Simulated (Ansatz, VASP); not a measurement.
## Two plane-wave programs on Mo2C3

Contents of INCAR:

```
SYSTEM = Mo2C3
PREC = Accurate
ENCUT = 600
EDIFF = 1E-6
ISMEAR = 0
SIGMA = 0.1
LREAL = .False.
LASPH = .True.
NELM = 60
ALGO = Normal
ISIF = 3
LWAVE = .False.
LCHARG = .False.
GGA = PE
IBRION = 2
NSW = 90
EDIFFG = -0.04
```

The input KPOINTS:

```
regular mesh
0
Gamma
  4 4 4
  0 0 0
```

Contents of POSCAR:

```
Mo2C3
1.0
    5.3287013600      0.0000000000      0.0000000000
    0.0000000000      5.3287013600      0.0000000000
    0.0000000000      0.0000000000      5.3287013600
Mo C
2 3
Direct
    0.5000000000      0.5000000000      0.5000000000
    0.0000000000      0.0000000000      0.0000000000
    0.5000000000      0.0000000000      0.0000000000
    0.0000000000      0.5000000000      0.0000000000
    0.0000000000      0.0000000000      0.5000000000
```

Input for Ansatz:

```yaml
crystal:
  lattice:
    - [5.32870136, 0.0, 0.0]
    - [0.0, 5.32870136, 0.0]
    - [0.0, 0.0, 5.32870136]
  atoms:
    - { symbol: Mo, position: [0.5, 0.5, 0.5] }
    - { symbol: Mo, position: [0.0, 0.0, 0.0] }
    - { symbol: C, position: [0.5, 0.0, 0.0] }
    - { symbol: C, position: [0.0, 0.5, 0.0] }
    - { symbol: C, position: [0.0, 0.0, 0.5] }
basis:
  ecutwfc: 420
kpoints:
  mp_grid: { grid: [4, 4, 4] }
hamiltonian:
  xc: pbe
scf:
  occupations: { method: gaussian, width: 0.1 }
  lower_state_search: "off"
output:
  forces: true
  stress: true
  eigenvalues: true
relax:
  adjacent_minimum: "off"
  f_tol: 0.04
  max_steps: 70
  cell: { stress_tol: 0.4 }
```

Alike in both runs: task relaxation of cell and atoms; functional PBE; k mesh 4 × 4 × 4; occupations gaussian, width 0.1 eV; no spin polarisation.

```csv
,VASP,Ansatz
version,VASP 6.6.1,Ansatz 0.2.0
potentials or method,"VASP PAW PBE potentials, release 64 (Mo_sv, C), cutoff 600 eV","scalar-relativistic, plane waves, PAW"
valence electrons in the cell,40,40
```

|  | VASP | Ansatz | Ansatz less VASP |
| --- | --- | --- | --- |
| gap on the k mesh at the Fermi level, each at its own relaxed structure (eV) | none | none | - |
| relaxed volume (Å³/atom) | 12.38 | 12.38 | +0.001 |
| relaxed length of the cell vector where the two differ most in proportion (Å) | 3.956 | 3.956 | +0.0001 |

A gap of «none» marks a metal or a gap that the smearing closes.

Noted on VASP's run: the volume moved by over 15 % at a fixed basis, so the end points are rough.
